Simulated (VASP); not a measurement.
Crystal: TaN.

```xyz
2
Lattice="0.0000 2.1790 2.1790 2.1790 0.0000 2.1790 2.1790 2.1790 0.0000" Properties=species:S:1:pos:R:3 pbc="T T T"
Ta    2.1790    2.1790    2.1790
N     0.0000    0.0000    0.0000
```

Base run:

- Program: VASP 6.6.1
- Functional: r2SCAN
- Potentials or basis: VASP PAW PBE potentials, release 64 (Ta_pv, N)
- Cutoff: 520 eV
- k mesh: 12 × 12 × 12
- Occupations: gaussian, width 0.05 eV
- Spin: no spin polarisation

Its results: band gap on the k mesh zero (bands 8 and 9 overlap by 4.26 eV); pressure 11.9 GPa.

Q: The run is repeated on the same cell with these changes: functional from r2SCAN to PBE. What comes out?

A: Band gap on the k mesh zero (bands 8 and 9 overlap by 4.17 eV); pressure 15.5 GPa.

Caveats: the cell stands under pressure; spin-orbit coupling is left out, which moves the levels of the heavy elements; the PAW data sets were made with another functional, which shifts forces and pressure a little (at least some runs).
